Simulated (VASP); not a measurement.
The system is Sn2GeO3.

```xyz
6
Lattice="2.4325 -5.1463 0.0000 2.4325 5.1463 0.0000 0.0000 0.0000 3.8307" Properties=species:S:1:pos:R:3 pbc="T T T"
Sn    2.4325   -1.5951    1.9154
Sn    2.4325    1.5951    1.9154
Ge    0.0000    0.0000    0.0000
O     2.4325    3.6499    1.9154
O     2.4325   -3.6499    1.9154
O     2.4325    0.0000    0.0000
```

The cell was generated, and may not be a known phase.

| Quantity | Value |
| --- | --- |
| Program | VASP 6.6.1 |
| Task | relaxation of cell and atoms |
| Functional | PBE |
| Potentials or basis | VASP PAW PBE potentials, release 64 (Sn_d, Ge_d, O) |
| Cutoff | 600 eV |
| k mesh | 4 × 4 × 4 |
| Occupations | gaussian, width 0.1 eV |
| Spin | no spin polarisation |

At the start: pressure 10.2 GPa; volume 15.98 Å³/atom.

Question: Where does the relaxation end?

Answer: Over 38 steps the energy falls by 313.1 meV/atom and the volume is 15.29 Å³/atom (-4.4 %); space group Cmmm (No. 65, to 0.1 Å) before and after.

The path:
```
step  energy change (eV)  largest force (eV/Å)  pressure (GPa)  volume (Å³)
   1              0.0000                1.8736           10.21        95.91
   2             -0.4634                0.3155           -5.25       110.56
   3             -0.5511                0.0316           -1.50       105.48
   4             -0.6177                0.1085           -0.66       103.62
   5             -0.7290                0.5563            2.40        97.99
   6             -0.7416                0.8083            4.17        95.27
   7             -0.7707                0.8019            3.87        95.19
   8             -0.8458                0.7809            3.16        94.86
   9             -0.9271                0.7345            1.67        93.91
  10             -0.9275                0.7703            1.38        93.66
  11             -0.9600                0.7760            0.57        94.23
  12             -1.0309                0.8207           -1.68        95.94
  13             -1.0436                0.6889           -5.48        99.42
  14             -1.0600                0.7599           -3.96        97.91
  15             -1.0868                0.7331           -3.77        97.63
  16             -1.1550                0.6662           -3.10        96.77
  17             -1.2530                0.5632           -1.77        95.07
  18             -1.1585                0.9519            1.46        91.69
  19             -1.2701                0.5982           -1.17        94.24
  20             -1.2723                0.6269           -0.92        93.87
  21             -1.3297                0.5196           -0.12        92.96
  22             -1.4418                0.1802            3.18        90.20
  23             -1.3393                0.9846           13.22        84.67
  24             -1.4634                0.1153            4.80        89.01
  25             -1.5164                0.1418            4.17        89.35
  26             -1.6516                0.1115            2.80        90.34
  27             -1.7800                0.1902            1.16        92.10
  28             -1.7852                0.2219            0.85        92.49
  29             -1.7848                0.2649            0.71        92.69
  30             -1.8063                0.1376           -0.28        93.17
  31             -1.8301                0.0712           -2.12        94.21
  32             -1.8483                0.0341           -1.38        93.56
  33             -1.8665                0.1639            0.28        92.24
  34             -1.8666                0.1880            0.49        92.09
  35             -1.8693                0.1620            0.29        92.14
  36             -1.8721                0.1430           -0.19        92.25
  37             -1.8749                0.1025           -0.22        92.10
  38             -1.8786                0.0242           -0.27        91.71
```

Final structure:
```
Sn Ge O
1.0
     2.08819   -7.19112    0.00000
     2.08819    7.19112    0.00000
     0.00000    0.00000    3.05370
Sn Ge O
2 1 3
Direct
  0.65825 0.34175 0.50000
  0.34175 0.65825 0.50000
  0.00000 0.00000 0.00000
  0.08928 0.91072 0.50000
  0.91072 0.08928 0.50000
  0.50000 0.50000 0.00000
```

Caveat: the k points lie up to 0.51 Å⁻¹ apart in the final cell, too coarse for converged energies and pressures of a metal; a cell axis changed by over 15 % at a fixed basis, so the end point is rough.
